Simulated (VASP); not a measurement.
# MnO (rock salt type) (Fm-3m) in VASP: a series of runs, part 2 of 2

VASP 6.6.1.

**3. Single point, PBE**

This run uses another cell than the first one, of 8.99 Å³/atom.

File INCAR:

```
SYSTEM = MnO
ALGO = Normal
EDIFF = 1E-6
ENCUT = 520
GGA = PE
ISIF = 2
ISMEAR = -1
LASPH = .TRUE.
LCHARG = .FALSE.
LREAL = .FALSE.
LWAVE = .FALSE.
NBANDS = 16
NELM = 60
PREC = Accurate
SIGMA = 0.06122561905347299
```

File KPOINTS:

```
k-points
0
G
  23 23 23
  0 0 0
```

File POSCAR:

```
MnO
1.0
    0.0000000000      2.0794789095      2.0794789095
    2.0794789095      0.0000000000      2.0794789095
    2.0794789095      2.0794789095      0.0000000000
Mn O
1 1
Direct
    0.0000000000      0.0000000000      0.0000000000
    0.5000000000      0.5000000000      0.5000000000
```

Potentials or basis: VASP PAW PBE potentials, release 64 (Mn_pv, O).

Command:

```
$ cat potpaw_PBE.64/Mn_pv/POTCAR potpaw_PBE.64/O/POTCAR > POTCAR
$ mpirun -np 1 vasp_std > vasp.out
```

OUTCAR:

```text
SYSTEM = MnO
   EDIFF = 1E-6
   ENCUT = 520
   GGA = PE
   ISIF = 2
   ISMEAR = -1
   LASPH = .TRUE.
   LREAL = .FALSE.
   NELM = 60
   PREC = Accurate

 ion  position               nearest neighbor table
   1  0.000  0.000  0.000-   2 2.08   2 2.08   2 2.08   2 2.08   2 2.08   2 2.08
   2  0.500  0.500  0.500-   1 2.08   1 2.08   1 2.08   1 2.08   1 2.08   1 2.08

  LATTYP: Found a face centered cubic cell.
 ALAT       =     4.1589578190

  Lattice vectors:

 A1 = (   0.0000000000,   2.0794789095,   2.0794789095)
 A2 = (   2.0794789095,   0.0000000000,   2.0794789095)
 A3 = (   2.0794789095,   2.0794789095,   0.0000000000)

Analysis of symmetry for initial positions (statically):
=====================================================================
 Subroutine PRICEL returns:
 Original cell was already a primitive cell.

 Routine SETGRP: Setting up the symmetry group for a
 face centered cubic supercell.

 Subroutine GETGRP returns: Found 48 space group operations
 (whereof 48 operations were pure point group operations)
 out of a pool of 48 trial point group operations.

The static configuration has the point symmetry O_h .

Analysis of symmetry for dynamics (positions and initial velocities):
=====================================================================
 Subroutine PRICEL returns:
 Original cell was already a primitive cell.

 Routine SETGRP: Setting up the symmetry group for a
 face centered cubic supercell.

 Subroutine GETGRP returns: Found 48 space group operations
 (whereof 48 operations were pure point group operations)
 out of a pool of 48 trial point group operations.

The dynamic configuration has the point symmetry O_h .

 Subroutine INISYM returns: Found 48 space group operations
 (whereof 48 operations are pure point group operations),
 and found     1 'primitive' translations

----------------------------------------------------------------------------------------

[... 111 lines left out ...]
     AMIX     =   0.40;   BMIX     =  1.00
     AMIX_MAG =   1.60;   BMIX_MAG =  1.00
  volume/ion in A,a.u.               =       8.99        60.68
  Fermi-wavevector in a.u.,A,eV,Ry     =   1.667355  3.150845 37.825203  2.780074
  Thomas-Fermi vector in A             =   2.753392
   LORBIT       =      0    0 simple, 1 ext, 2 COOP (PROOUT), +10 PAW based schemes
   GGA     = PE    functional components
   LHFCALC =     F    Hartree Fock is set to
   AEXX    =    0.0000 exact exchange contribution
   IVDW    =     0    specifies the selected vdW correction
   LEPSILON=     F    determine dielectric tensor
   LRPA    =     F    only Hartree local field effects (RPA)
 non-spin polarized calculation
  energy-cutoff  :      520.00
  volume of cell :       17.98
 maximum number of plane-waves:       531
 NGX is ok and might be reduce to    24
   NGX = 11   NGY = 11   NGZ = 11

 number of electron      19.0000013 magnetization

 Free energy of the ion-electron system (eV)
  ---------------------------------------------------
  ext. energy  EPLUGINS =         0.00000000
  ---------------------------------------------------
  free energy    TOTEN  =       -14.86323324 eV

  energy without entropy =      -14.79413133  energy(sigma->0) =      -14.82868229

 E-fermi :   9.7288     XC(G=0): -13.1753

 val. band max:        9.7286969430   @ k =   0.4348   0.2609   0.0000
 cond. band min:       9.7292255742   @ k =  -0.4783   0.4348   0.0435
 fundamental gap:      0.0005286312
 Fermi energy:         9.7288385445

 k-point     1 :       0.0000    0.0000    0.0000
  band No.  band energies     occupation
      1     -38.5103      2.00000
      2     -38.5103      2.00000
      3     -38.5103      2.00000
      4     -12.1720      2.00000
      5       5.1178      2.00000
      6       5.1178      2.00000
[... 433 lines left out ...]
      3     -38.5290      2.00000
      4     -10.7676      2.00000
      5       0.3125      2.00000
      6       2.8676      2.00000
[... 8 lines left out ...]
     15      23.8950      0.00000
     16      24.1209      0.00000

 [... further k-points ...]

------------------------ aborting loop because EDIFF is reached ----------------------------------------

  FORCE on cell =-STRESS in cart. coord.  units (eV):
  Direction    XX          YY          ZZ          XY          YZ          ZX
  --------------------------------------------------------------------------------------
  -------------------------------------------------------------------------------------
  Total       -0.9012152     -0.9012152     -0.9012152      0.0000000     -0.0000000      0.0000000
  in kB      -80.2870582    -80.2870582    -80.2870582      0.0000000     -0.0000000      0.0000000
  external PRESSURE =     -80.2870582 kB  Pullay stress =       0.0000000 kB

 VOLUME and BASIS-vectors are now :
 -----------------------------------------------------------------------------
  energy-cutoff  :      520.00
  volume of cell :       17.98
      direct lattice vectors                 reciprocal lattice vectors
     0.000000000  2.079478910  2.079478910    -0.240444853  0.240444853  0.240444853
     2.079478910  0.000000000  2.079478910     0.240444853 -0.240444853  0.240444853
     2.079478910  2.079478910  0.000000000     0.240444853  0.240444853 -0.240444853

 POSITION                                       TOTAL-FORCE (eV/Angst)
 -----------------------------------------------------------------------------------
      0.00000      0.00000      0.00000         0.000000     -0.000000     -0.000000
      2.07948      2.07948      2.07948         0.000000      0.000000      0.000000
 -----------------------------------------------------------------------------------
    total drift:                                0.000000     -0.000000     -0.000000

  FREE ENERGIE OF THE ION-ELECTRON SYSTEM (eV)
  ---------------------------------------------------
  free  energy   TOTEN  =       -14.8632332444 eV

  energy  without entropy=      -14.7941313346  energy(sigma->0) =      -14.82868229
```

OSZICAR:

```text
N       E                     dE             d eps       ncg     rms          rms(c)
DAV:   1     0.151374247755E+03    0.15137E+03   -0.10990E+04 11760   0.146E+03
DAV:   2    -0.115968379496E+02   -0.16297E+03   -0.15585E+03 12968   0.378E+02
DAV:   3    -0.173580854581E+02   -0.57612E+01   -0.57174E+01 12464   0.778E+01
DAV:   4    -0.173984410433E+02   -0.40356E-01   -0.40352E-01 13272   0.674E+00
DAV:   5    -0.173989369674E+02   -0.49592E-03   -0.49592E-03 12592   0.730E-01    0.160E+01
DAV:   6    -0.161663484180E+02    0.12326E+01   -0.16279E+01 13928   0.544E+01    0.131E+01
DAV:   7    -0.148887200498E+02    0.12776E+01   -0.53448E+00 12720   0.341E+01    0.598E+00
DAV:   8    -0.148757604534E+02    0.12960E-01   -0.37739E-01 12112   0.787E+00    0.121E+00
DAV:   9    -0.148644969210E+02    0.11264E-01   -0.45091E-02 12048   0.306E+00    0.310E-01
DAV:  10    -0.148633426252E+02    0.11543E-02   -0.38522E-03 15016   0.764E-01    0.129E-01
DAV:  11    -0.148632559657E+02    0.86659E-04   -0.64970E-04 11904   0.299E-01    0.385E-02
DAV:  12    -0.148632356030E+02    0.20363E-04   -0.70696E-05 11768   0.116E-01    0.148E-02
DAV:  13    -0.148632333540E+02    0.22490E-05   -0.10499E-05 12240   0.400E-02    0.454E-03
DAV:  14    -0.148632332444E+02    0.10963E-06   -0.23212E-07  6032   0.498E-03
   1 F= -.14863233E+02 E0= -.14828682E+02  d E =-.691019E-01
```

stdout:

```text
POSCAR found type information on POSCAR MnO
 POSCAR found :  2 types and       2 ions
 scaLAPACK will be used
 LDA part: xc-table for (Slater+PW92), standard interpolation
 POSCAR, INCAR and KPOINTS ok, starting setup
 FFT: planning ... GRIDC
 FFT: planning ... GRID_SOFT
 FFT: planning ... GRID
 WAVECAR not read
 entering main loop
```

Run time: 2.8 min. Hardware: 1 thread of Intel Xeon 8259CL, shared host; peak memory 0.23 GiB.

Results:

```yaml
Free_energy: -14.8632 eV
Pressure: -8.0 GPa
Band_gap_on_the_k_mesh: zero (an odd number of electrons rules out a gap without spin polarisation)
```

Levels at points of the mesh, in eV from the Fermi level:
| k point | band 6 | band 7 | band 8 | band 9 | band 10 | band 11 | band 12 | band 13 | band 14 | band 15 |
| --- | --- | --- | --- | --- | --- | --- | --- | --- | --- | --- |
| (0.00, 0.00, 0.00) | -4.61 | -4.61 | -1.62 | -1.62 | -1.62 | -0.87 | -0.87 | 1.39 | 15.40 | 19.15 |

Caveat: the cell stands under tension; an odd number of electrons without spin polarisation forces a metal; a magnetic or distorted state may lie lower; the run has no spin polarisation, though such a crystal can be magnetic; semilocal functionals often make such compounds metallic where correlation or magnetic order opens a gap, which also shifts bond lengths.
